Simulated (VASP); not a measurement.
A run of VASP 6.6.1 is set up as follows.

POSCAR

```
GaP
1.0
    0.0000000000      2.7253992874      2.7799072732
    2.7253992874      0.0000000000      2.7799072732
    2.7253992874      2.7253992874      0.0000000000
Ga P
1 1
Direct
    0.0000000000      0.0000000000      0.0000000000
    0.2500000000      0.2500000000      0.2500000000
```

File INCAR.step1:

```
PREC = Accurate
ENCUT = 520
ISMEAR = 0
SIGMA = 0.01
LREAL = False
LASPH = True
NELM = 150
MAGMOM = 0 0 0 0 0 0
LSORBIT = True
GGA_COMPAT = False
NBANDS = 30
GGA = PE
ALGO = Normal
EDIFF = 1E-4
LWAVE = True
LCHARG = False
```

Contents of INCAR.step2:

```
PREC = Accurate
ENCUT = 520
EDIFF = 1E-7
ISMEAR = 0
SIGMA = 0.01
LREAL = False
LASPH = True
NELM = 150
ALGO = Normal
ISIF = 2
LWAVE = False
LCHARG = False
MAGMOM = 0 0 0 0 0 0
LORBIT = 11
LSORBIT = True
GGA_COMPAT = False
LORBMOM = True
METAGGA = R2SCAN
LMIXTAU = True
NBANDS = 30
ISTART = 1
```

The input KPOINTS:

```
Automatic mesh
0
Gamma
  8 8 8
```

Potentials or basis: VASP PAW PBE potentials, release 64 (Ga_d, P).

Command:

```console
$ cat potpaw_PBE.64/Ga_d/POTCAR potpaw_PBE.64/P/POTCAR > POTCAR
$ cp INCAR.step1 INCAR
$ mpirun -np 1 vasp_ncl > vasp.out
$ cp INCAR.step2 INCAR
$ mpirun -np 1 vasp_ncl > vasp.out
```

(1) What does it give for the pressure?

(2) Predict the net moment.

## Answers

(1) -1.7 GPa.

(2) 0.00 μB per cell.

Caveat: the cell differs from its parent crystal (uniaxial z strain +2.0%); the PAW data sets were made with another functional, which shifts forces and pressure a little.
